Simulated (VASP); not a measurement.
# Hf in VASP: a series of runs, part 2 of 2

VASP 6.6.1. Earlier steps stand in the parts before.

## 3. Single point, PBE

This run uses another cell than the first one: it holds 1 atom, not 3.

Contents of INCAR:

```
SYSTEM = Hf
ALGO     = Fast           ! electronic algorithm
EDIFF    = 1E-6           ! SCF threshold, eV
ENCUT    = 520            ! plane-wave cutoff, eV
GGA      = PE             ! functional
ISIF     = 2              ! what is computed and relaxed
ISMEAR   = 0              ! smearing method
LASPH    = .True.         ! aspherical terms in the spheres
LCHARG   = .True.         ! write CHGCAR
LELF     = .True.         ! ELF
LREAL    = .False.        ! projectors in reciprocal space
LVHAR    = .True.       
LWAVE    = .False.        ! write WAVECAR
NBANDS   = 11             ! bands
NELM     = 80             ! most SCF steps
PREC     = Accurate       ! precision mode
SIGMA    = 0.1            ! smearing width, eV
```

Contents of KPOINTS:

```
k-points
0
Gamma
  24 24 24
  0 0 0
```

Contents of POSCAR:

```
Hf
1.0
    1.5855899050      0.9154407585      2.5892169596
   -1.5855899050      0.9154407585      2.5892169596
    0.0000000000     -1.8308815169      2.5892169596
Hf
1
Direct
    0.0000000000      0.0000000000      0.0000000000
```

Potentials or basis: VASP PAW PBE potentials, release 64 (Hf_pv).

On the command line:

```console
> cat potpaw_PBE.64/Hf_pv/POTCAR > POTCAR
> mpirun -np 1 vasp_std > vasp.out
```

OUTCAR:

```text
SYSTEM = Hf
   EDIFF = 1E-6
   ENCUT = 520
   GGA = PE
   ISIF = 2
   ISMEAR = 0
   LASPH = .True.
   LREAL = .False.
   NELM = 80
   PREC = Accurate

 ion  position               nearest neighbor table
   1  0.000  0.000  0.000-

  LATTYP: Found a trigonal (rhomboedric) cell.
 ALAT       =     3.1711467316
 COS(alpha) =     0.4999895689

  Lattice vectors:

 A1 = (   1.5855899050,   0.9154407585,   2.5892169596)
 A2 = (  -1.5855899050,   0.9154407585,   2.5892169596)
 A3 = (   0.0000000000,  -1.8308815169,   2.5892169596)

Analysis of symmetry for initial positions (statically):
=====================================================================
 Subroutine PRICEL returns:
 Original cell was already a primitive cell.

 Routine SETGRP: Setting up the symmetry group for a
 trigonal (rhombohedral) supercell.

 Subroutine GETGRP returns: Found 12 space group operations
 (whereof 12 operations were pure point group operations)
 out of a pool of 12 trial point group operations.

The static configuration has the point symmetry D_3d.

Analysis of symmetry for dynamics (positions and initial velocities):
=====================================================================
 Subroutine PRICEL returns:
 Original cell was already a primitive cell.

 Routine SETGRP: Setting up the symmetry group for a
 trigonal (rhombohedral) supercell.

 Subroutine GETGRP returns: Found 12 space group operations
 (whereof 12 operations were pure point group operations)
 out of a pool of 12 trial point group operations.

The dynamic configuration has the point symmetry D_3d.

 Subroutine INISYM returns: Found 12 space group operations
 (whereof 12 operations are pure point group operations),
 and found     1 'primitive' translations

----------------------------------------------------------------------------------------

                                     Primitive cell

  volume of cell :      22.5497

  direct lattice vectors                    reciprocal lattice vectors
     1.585589905  0.915440758  2.589216960     0.315340050  0.182061663  0.128739051
    -1.585589905  0.915440758  2.589216960    -0.315340050  0.182061663  0.128739051
     0.000000000 -1.830881517  2.589216960     0.000000000 -0.364123326  0.128739051

  length of vectors
     3.171146732  3.171146732  3.171146732     0.386211780  0.386211780  0.386211780

  position of ions in fractional coordinates (direct lattice)
     0.000000000  0.000000000  0.000000000

  ion indices of the primitive-cell ions
   primitive index   ion index
                 1           1

----------------------------------------------------------------------------------------

 KPOINTS: k-points

Automatic generation of k-mesh.
 Grid dimensions read from file:
 generate k-points for:   24   24   24

 Generating k-lattice:

  Cartesian coordinates                     Fractional coordinates (reciprocal lattice)
     0.013139169  0.007585903  0.005364127     0.041666667  0.000000000  0.000000000
    -0.013139169  0.007585903  0.005364127     0.000000000  0.041666667  0.000000000
     0.000000000 -0.015171805  0.005364127     0.000000000  0.000000000  0.041666667

  Length of vectors
     0.016092158  0.016092158  0.016092158

  Shift w.r.t. Gamma in fractional coordinates (k-lattice)
     0.000000000  0.000000000  0.000000000

 Subroutine IBZKPT returns following result:
 ===========================================

 Found   1313 irreducible k-points:

 Following reciprocal coordinates:
            Coordinates               Weight
  0.000000  0.000000  0.000000      1.000000
  0.041667  0.000000 -0.000000      6.000000
  0.041667  0.041667  0.041667      2.000000
  0.083333  0.000000 -0.000000      6.000000
  0.083333  0.083333  0.083333      2.000000
  0.125000  0.000000  0.000000      6.000000
[... 16 lines left out ...]
  0.458333  0.458333  0.458333      2.000000
  0.500000  0.000000  0.000000      3.000000
 [... further k-points ...]
   k-points           NKPTS =   1313   k-points in BZ     NKDIM =   1313   number of bands    NBANDS=     11
   number of dos      NEDOS =    301   number of ions     NIONS =      1
   total plane-waves  NPLWV =  13824
   dimension x,y,z NGX =    24 NGY =   24 NGZ =   24
   dimension x,y,z NGXF=    48 NGYF=   48 NGZF=   48
   ions per type =               1
   NGX,Y,Z   is equivalent  to a cutoff of  12.58, 12.58, 12.58 a.u.
   NGXF,Y,Z  is equivalent  to a cutoff of  25.16, 25.16, 25.16 a.u.
 SYSTEM =  Hf
   PREC   = accura    normal or accurate (medium, high low for compatibility)
   ISTART =      0    job   : 0-new  1-cont  2-samecut
   ICHARG =      2    charge: 1-file 2-atom 10-const
   ISPIN  =      1    spin polarized calculation?
   LNONCOLLINEAR =      F non collinear calculations
   LSORBIT =      F    spin-orbit coupling
   LASPH  =      T    aspherical Exc in radial PAW
   ENCUT  =  520.0 eV  38.22 Ry    6.18 a.u.   5.90  5.90  5.90*2*pi/ulx,y,z
   NELM   =     80;   NELMIN=  2; NELMDL= -5     # of ELM steps
   EDIFF  = 0.1E-05   stopping-criterion for ELM
   LREAL  =      F    real-space projection
   EDIFFG = 0.1E-04   stopping-criterion for IOM
   NSW    =      0    number of steps for IOM
   IBRION =     -1    ionic relax: 0-MD 1-quasi-New 2-CG
   NFREE  =      0    steps in history (QN), initial steepest desc. (CG)
   ISIF   =      2    stress and relaxation
   ISYM   =      2    0-nonsym 1-usesym 2-fastsym
   POTIM  = 0.5000    time-step for ionic-motion
   TEBEG  =    0.0;   TEEND  =   0.0 temperature during run
   PSTRESS=    0.0 pullay stress
   NELECT =      10.0000    total number of electrons
   NUPDOWN=      -1.0000    fix difference up-down
   EMIN   =  10.00;   EMAX   =-10.00  energy-range for DOS
   EFERMI =   0.00;   METHOD = LEGACY
   ISMEAR =     0;   SIGMA  =   0.10  broadening in eV -4-tet -1-fermi 0-gaus
   EFERMI_NEDOS =   21; number of points for ismear=-14 and -15
   IALGO  =     68    algorithm
   IMIX   =      4    mixing-type and parameters
     AMIX     =   0.40;   BMIX     =  1.00
     AMIX_MAG =   1.60;   BMIX_MAG =  1.00
  volume/ion in A,a.u.               =      22.55       152.17
  Fermi-wavevector in a.u.,A,eV,Ry     =   1.248421  2.359174 21.205444  1.558556
  Thomas-Fermi vector in A             =   2.382509
   LORBIT       =      0    0 simple, 1 ext, 2 COOP (PROOUT), +10 PAW based schemes
   GGA     = PE    functional components
   LHFCALC =     F    Hartree Fock is set to
   AEXX    =    0.0000 exact exchange contribution
   IVDW    =     0    specifies the selected vdW correction
   LEPSILON=     F    determine dielectric tensor
   LRPA    =     F    only Hartree local field effects (RPA)
 non-spin polarized calculation
 RMM-DIIS sequential band-by-band and
 Gauss-broadening in eV      SIGMA  =   0.10
  energy-cutoff  :      520.00
  volume of cell :       22.55
 maximum number of plane-waves:       620
   NGX = 11   NGY = 11   NGZ = 11

 number of electron      10.0000000 magnetization

 number of electron       9.9999999 magnetization

 Free energy of the ion-electron system (eV)
  ---------------------------------------------------
  ext. energy  EPLUGINS =         0.00000000
  ---------------------------------------------------
  free energy    TOTEN  =        -9.85676490 eV

  energy without entropy =       -9.84924467  energy(sigma->0) =       -9.85300479

 E-fermi :   4.6853     XC(G=0): -11.2499

 val. band max:        4.6852255695   @ k =   0.3750   0.3333   0.3750
 cond. band min:       4.6902856009   @ k =   0.0417   0.5000  -0.0833
 fundamental gap:      0.0050600314
 Fermi energy:         4.6852689708

 k-point     1 :       0.0000    0.0000    0.0000
  band No.  band energies     occupation
      1     -25.3588      2.00000
      2     -25.3588      2.00000
      3     -25.3587      2.00000
      4      -2.4975      2.00000
      5       6.0853      0.00000
      6       6.0853      0.00000
      7       6.0856      0.00000
      8       8.8473      0.00000
      9       8.8473      0.00000
     10      15.9736      0.00000
     11      17.7239      0.00000
[... 309 lines left out ...]
 k-point    24 :       0.5000    0.0000    0.0000
  band No.  band energies     occupation
      1     -26.1480      2.00000
      2     -25.4642      2.00000
      3     -25.4642      2.00000
      4       1.0742      2.00000
      5       5.2400      0.00000
      6       5.8678      0.00000
      7       5.8680      0.00000
      8      10.9373      0.00000
      9      10.9375      0.00000
     10      13.9652      0.00000
     11      15.5907      0.00000

 [... further k-points ...]

------------------------ aborting loop because EDIFF is reached ----------------------------------------

  FORCE on cell =-STRESS in cart. coord.  units (eV):
  Direction    XX          YY          ZZ          XY          YZ          ZX
  --------------------------------------------------------------------------------------
  -------------------------------------------------------------------------------------
  Total       -0.0626556     -0.0626556     -0.0623725      0.0000000     -0.0000000      0.0000000
  in kB       -4.4517352     -4.4517352     -4.4316271      0.0000000     -0.0000000      0.0000000
  external PRESSURE =      -4.4450325 kB  Pullay stress =       0.0000000 kB

 VOLUME and BASIS-vectors are now :
 -----------------------------------------------------------------------------
  energy-cutoff  :      520.00
  volume of cell :       22.55
      direct lattice vectors                 reciprocal lattice vectors
     1.585589905  0.915440758  2.589216960     0.315340050  0.182061663  0.128739051
    -1.585589905  0.915440758  2.589216960    -0.315340050  0.182061663  0.128739051
     0.000000000 -1.830881517  2.589216960     0.000000000 -0.364123326  0.128739051

 POSITION                                       TOTAL-FORCE (eV/Angst)
 -----------------------------------------------------------------------------------
      0.00000      0.00000      0.00000         0.000000      0.000000     -0.000000
 -----------------------------------------------------------------------------------
    total drift:                                0.000000      0.000000      0.000000

  FREE ENERGIE OF THE ION-ELECTRON SYSTEM (eV)
  ---------------------------------------------------
  free  energy   TOTEN  =        -9.8567649033 eV

  energy  without entropy=       -9.8492446716  energy(sigma->0) =       -9.85300479
```

It took 91 s on 1 thread of Intel Xeon 6975P-C (Granite Rapids), shared host; peak memory 0.41 GiB.

Results:

| Item | Value |
| --- | --- |
| Free energy | -9.8568 eV |
| Pressure | -0.4 GPa |
| Band gap on the k mesh | zero (bands 5 and 6 overlap by 2.00 eV) |

Caveat: spin-orbit coupling is left out, which moves the levels of the heavy elements.

## 4. Relaxation of cell and atoms, PBE

This run uses another cell than the first one: it holds 1 atom, not 3.

Contents of INCAR:

```
PREC = Accurate
ENCUT = 600
EDIFF = 1E-6
ISMEAR = 0
SIGMA = 0.1
LREAL = F
LASPH = T
NELM = 60
ALGO = Fast
ISIF = 3
LWAVE = F
LCHARG = F
GGA = PE
IBRION = 2
NSW = 100
EDIFFG = -0.01
```

Contents of KPOINTS:

```
regular mesh
0
Gamma
  24 24 24
```

Contents of POSCAR:

```
Hf
1.0
    1.5745733133      0.9090803263      2.6154728552
   -1.5745733133      0.9090803263      2.6154728552
    0.0000000000     -1.8181606526      2.6154728552
Hf
1
Direct
    0.0000000000      0.0000000000      0.0000000000
```

Potentials or basis: VASP PAW PBE potentials, release 64 (Hf_pv).

On the command line:

```console
> cat potpaw_PBE.64/Hf_pv/POTCAR > POTCAR
> mpirun -np 1 vasp_std > vasp.out
```

OUTCAR:

```text
PREC = Accurate
   ENCUT = 600
   EDIFF = 1E-6
   ISMEAR = 0
   LREAL = F
   LASPH = T
   NELM = 60
   ISIF = 3
   GGA = PE
   IBRION = 2
   NSW = 100
   EDIFFG = -0.01

 ion  position               nearest neighbor table
   1  0.000  0.000  0.000-

  LATTYP: Found a trigonal (rhomboedric) cell.
 ALAT       =     3.1853424329
 COS(alpha) =     0.5112986771

  Lattice vectors:

 A1 = (   1.5745733133,   0.9090803263,   2.6154728552)
 A2 = (  -1.5745733133,   0.9090803263,   2.6154728552)
 A3 = (   0.0000000000,  -1.8181606526,   2.6154728552)

Analysis of symmetry for initial positions (statically):
=====================================================================
 Subroutine PRICEL returns:
 Original cell was already a primitive cell.
[... 395 lines left out ...]
 fundamental gap:      0.0027314444
 Fermi energy:         4.7145818771

 k-point     1 :       0.0000    0.0000    0.0000
  band No.  band energies     occupation
      1     -25.3135      2.00000
      2     -25.3131      2.00000
      3     -25.3131      2.00000
      4      -2.4829      2.00000
      5       6.1136      0.00000
      6       6.1184      0.00000
      7       6.1184      0.00000
      8       8.8940      0.00000
      9       8.8940      0.00000
[... 265 lines left out ...]
 k-point    24 :       0.4583    0.0417    0.0000
  band No.  band energies     occupation
      1     -26.0874      2.00000
      2     -25.4235      2.00000
      3     -25.4229      2.00000
      4       1.0777      2.00000
      5       5.0700      0.00000
      6       5.8912      0.00000
      7       5.9929      0.00000
      8      10.7281      0.00000
      9      10.9282      0.00000

 [... further k-points ...]

------------------------ aborting loop because EDIFF is reached ----------------------------------------

  FORCE on cell =-STRESS in cart. coord.  units (eV):
  Direction    XX          YY          ZZ          XY          YZ          ZX
  --------------------------------------------------------------------------------------
  -------------------------------------------------------------------------------------
  Total       -0.0027720     -0.0027720     -0.0073595      0.0000000      0.0000000      0.0000000
  in kB       -0.1977933     -0.1977933     -0.5251296      0.0000000      0.0000000      0.0000000
  external PRESSURE =      -0.3069054 kB  Pullay stress =       0.0000000 kB
[... 16 lines left out ...]
  FREE ENERGIE OF THE ION-ELECTRON SYSTEM (eV)
  ---------------------------------------------------
  free  energy   TOTEN  =        -9.8571119834 eV

  energy  without entropy=       -9.8496441944  energy(sigma->0) =       -9.85337809

 reached required accuracy - stopping structural energy minimisation
```

OSZICAR:

```text
N       E                     dE             d eps       ncg     rms          rms(c)
DAV:   1     0.774423469115E+01    0.77442E+01   -0.64697E+03 23682   0.115E+03
DAV:   2    -0.989740085408E+01   -0.17642E+02   -0.17190E+02 35621   0.139E+02
[... 49 lines left out ...]
   6 F= -.98571009E+01 E0= -.98533595E+01  d E =0.329257E-05
       N       E                     dE             d eps       ncg     rms          rms(c)
DAV:   1    -0.985717555680E+01   -0.74793E-04   -0.17326E-03 23783   0.386E-01    0.700E-02
RMM:   2    -0.985712612656E+01    0.49430E-04   -0.58660E-05 23634   0.742E-02    0.310E-02
RMM:   3    -0.985711124512E+01    0.14881E-04   -0.54438E-05 24121   0.608E-02    0.130E-02
RMM:   4    -0.985711198344E+01   -0.73832E-06   -0.46511E-06 24038   0.231E-02
   7 F= -.98571120E+01 E0= -.98533781E+01  d E =-.776017E-05
```

It took 9.6 min on 1 thread of Intel Xeon 6975P-C (Granite Rapids), shared host; peak memory 0.49 GiB.

Results:

* Free energy: -9.8571 eV
* Relaxed volume: 22.45 Å³/atom
* Relaxed cell: a = 3.167 Å, b = 3.167 Å, c = 3.167 Å, α = 59.99°, β = 59.99°, γ = 59.99°
* Space group after relaxing (to 0.1 Å): Fm-3m (No. 225)
* Energy gained by relaxing: 1.7 meV/atom
* Ionic steps: 7
* Pressure after relaxing: 0.0 GPa
* Band gap on the k mesh: zero (bands 5 and 6 overlap by 2.01 eV)

Step by step:
```csv
step,energy change (eV),largest force (eV/Å),pressure (GPa),volume (Å³)
1,0.0000,0.0000,-0.06,22.46
2,-0.0017,0.0000,0.08,22.43
3,-0.0017,0.0000,0.12,22.43
4,-0.0017,0.0000,0.11,22.43
5,-0.0017,0.0000,0.11,22.43
6,-0.0017,0.0000,-0.13,22.48
7,-0.0017,0.0000,-0.03,22.45
```

Final structure:
```
CELL_PARAMETERS angstrom
1.58317 0.91404 2.58610
-1.58317 0.91404 2.58610
0.00000 -1.82808 2.58610
ATOMIC_POSITIONS crystal
Hf 0.00000 0.00000 0.00000
```

Caveat: spin-orbit coupling is left out, which moves the levels of the heavy elements.

## 5. Overview

| task | cell | k mesh | cutoff (eV) | gap on the mesh (eV) | pressure (GPa) |
| --- | --- | --- | --- | --- | --- |
| single point | a = 3.149, b = 3.149, c = 7.846 Å, angles 90.0, 90.0, 120.0°, 3 atoms, atomic positions A | 6 × 6 × 2 | 520 | none | -0.3 |
| single point | a = 3.171 Å, angles 60.0°, 1 atom, atomic positions B | 24 × 24 × 24 | 520 | none | -0.4 |
| relaxation of cell and atoms | relaxed from a = 3.185 Å, angles 59.2°, 1 atom, atomic positions B | 24 × 24 × 24 | 600 | none | 0.0 |

Alike in all rows: level PBE; potentials or basis VASP PAW PBE potentials, release 64 (Hf_pv); no spin polarisation; smearing gaussian 0.1 eV.

Caveats: some runs use coarse meshes; spin-orbit coupling is left out, which moves the levels of the heavy elements.

Total energies depend on the potentials used, so only differences within one code and one set of settings carry meaning.
